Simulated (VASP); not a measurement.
## AlRu3: single point with PBEsol

The system is AlRu3.

```xyz
4
Lattice="0.0000 4.1897 0.0000 4.1897 0.0000 0.0000 2.0948 2.0948 -4.0592" Properties=species:S:1:pos:R:3 pbc="T T T"
Al    0.0000    0.0000    0.0000
Ru    2.0948    2.0948    0.0000
Ru    4.1897    2.0948   -2.0296
Ru    2.0948    4.1897   -2.0296
```

```yaml
Program: VASP 6.6.1
Task: single point
Functional: PBEsol
Potentials_or_basis: VASP PAW PBE potentials, release 64 (Al, Ru_pv)
Cutoff: 500 eV
k_mesh: 9 × 9 × 9
Occupations: fermi-dirac, width 0.0262 eV
Spin: no spin polarisation
Dipole_correction: no
Further_INCAR_settings: ALGO = Normal; EDIFF = 1e-06; NBANDS = 30
```

```json
{
 "Pressure": "-38.8 GPa"
}
```

Stress tensor (GPa, compression positive):
```
-39.73   0.00   0.00
  0.00 -39.73   0.00
  0.00   0.00 -36.91
```

Levels at points of the mesh, in eV from the Fermi level:
```
           k point  band 20  band 21  band 22  band 23  band 24  band 25  band 26  band 27
(0.00, 0.00, 0.00)    -0.05     0.03     0.27     0.27     0.60     1.54     1.73     4.45
```

Run time: 110 s on 1 thread of Intel(R) Xeon(R) Platinum 8488C (Sapphire Rapids) (shared host), peak memory 0.26 GiB.

Caveat: the PAW data sets were made with another functional, which shifts forces and pressure a little.
